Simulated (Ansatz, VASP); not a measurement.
## NaVSe3: VASP beside Ansatz

```
Na V Se
1.0
     5.04000    0.00000    0.00000
     0.00000    5.04000    0.00000
     0.00000    0.00000    5.04000
Na V Se
1 1 3
Cartesian
  0.0000 0.0000 0.0000
  2.5200 2.5200 2.5200
  2.5200 2.5200 0.0000
  2.5200 0.0000 2.5200
  0.0000 2.5200 2.5200
```

Alike in both runs: task single point; functional PBE; k mesh 4 × 4 × 4; occupations gaussian, width 0.05 eV; no spin polarisation.

|  | VASP | Ansatz |
| --- | --- | --- |
| version | VASP 6.6.1 | Ansatz 0.2.0 |
| potentials or method | VASP PAW PBE potentials, release 64 (Na_pv, V_sv, Se), cutoff 520 eV | scalar-relativistic, plane waves, PAW |
| valence electrons in the cell | 38 | 70 |

|  | VASP | Ansatz | Ansatz less VASP |
| --- | --- | --- | --- |
| gap on the k mesh at the Fermi level (eV) | none | none | - |
| pressure (GPa) | -4.3 | -4.4 | -0.04 |

A gap of «none» marks a metal or a gap that the smearing closes. With one functional, cell and mesh, what is left measures potentials, basis and numerics. VASP's potentials hold 38 valence electrons a cell and Ansatz's 70, so a difference there can come from the potentials and not from the codes.
